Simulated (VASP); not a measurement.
Input of a VASP 6.6.1 run:

The input INCAR:

```
PREC = Accurate
ENCUT = 520
EDIFF = 1E-6
ISMEAR = 0
SIGMA = 0.1
LREAL = F
LASPH = T
NELM = 80
ALGO = Normal
ISIF = 2
LWAVE = F
LCHARG = F
GGA = PE
NBANDS = 30
```

File KPOINTS:

```
regular mesh
0
Gamma
  6 6 12
```

Contents of POSCAR:

```
B3P2
1.0
    5.9877408670      0.0000000000      0.0000000000
    0.0000000000      5.9877408670      0.0000000000
    0.0000000000      0.0000000000      3.1942730328
B P
6 4
Direct
    0.0000000000      0.0000000000      0.0000000000
    0.5000000000      0.5000000000      0.0000000000
    0.0956609808      0.5956609808      0.5000000000
    0.4043390192      0.0956609808      0.5000000000
    0.9043390192      0.4043390192      0.5000000000
    0.5956609808      0.9043390192      0.5000000000
    0.2197272734      0.7197272734      0.0000000000
    0.2802727266      0.2197272734      0.0000000000
    0.7802727266      0.2802727266      0.0000000000
    0.7197272734      0.7802727266      0.0000000000
```

Potentials or basis: VASP PAW PBE potentials, release 64 (B, P).

The run is started by

```sh
$ cat potpaw_PBE.64/B/POTCAR potpaw_PBE.64/P/POTCAR > POTCAR
$ mpirun -np 1 vasp_std > vasp.out
```

Question: What does it give for the pressure?

Answer: -0.1 GPa.

Question: Estimate the largest force.

Answer: 0.022 eV/Å.

Question: Predict the band gap on the k mesh.

Answer: Zero (bands 19 and 20 overlap by 2.90 eV).

Forces on the atoms (eV/Å):
```
B    0.000  0.000  0.000
B    0.000  0.000  0.000
B    0.016  0.016  0.000
B   -0.016  0.016  0.000
B   -0.016 -0.016  0.000
B    0.016 -0.016  0.000
P   -0.001 -0.001  0.000
P    0.001 -0.001  0.000
P    0.001  0.001  0.000
P   -0.001  0.001  0.000
```
